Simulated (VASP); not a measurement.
The system is CdTe.

```
Te Cd
1.0
     0.00000    3.22623    3.22623
     3.22623    0.00000    3.22623
     3.22623    3.22623    0.00000
Te Cd
1 1
Direct
  0.75000 0.75000 0.75000
  0.00000 0.00000 0.00000
```

Base run:

```yaml
Program: VASP 6.6.1
Functional: RPBE
Dispersion: D3(BJ)
Potentials_or_basis: VASP PAW PBE potentials, release 64 (Te, Cd)
Cutoff: 520 eV
k_mesh: 7 × 7 × 7
Occupations: fermi-dirac, width 0.05 eV
Spin: no spin polarisation
```

Its results: band gap on the k mesh 0.96 eV, direct; pressure -3.6 GPa.

Task: The run is repeated on the same cell with these changes: functional from RPBE to PBEsol; dispersion from D3(BJ) to none. What comes out?

Result: Band gap on the k mesh 0.70 eV, direct; pressure 0.9 GPa.

Several settings changed at once, so the effect can't be laid on one alone.

Caveats: the PAW data sets were made with another functional, which shifts forces and pressure a little; spin-orbit coupling is left out, which moves the levels of the heavy elements.

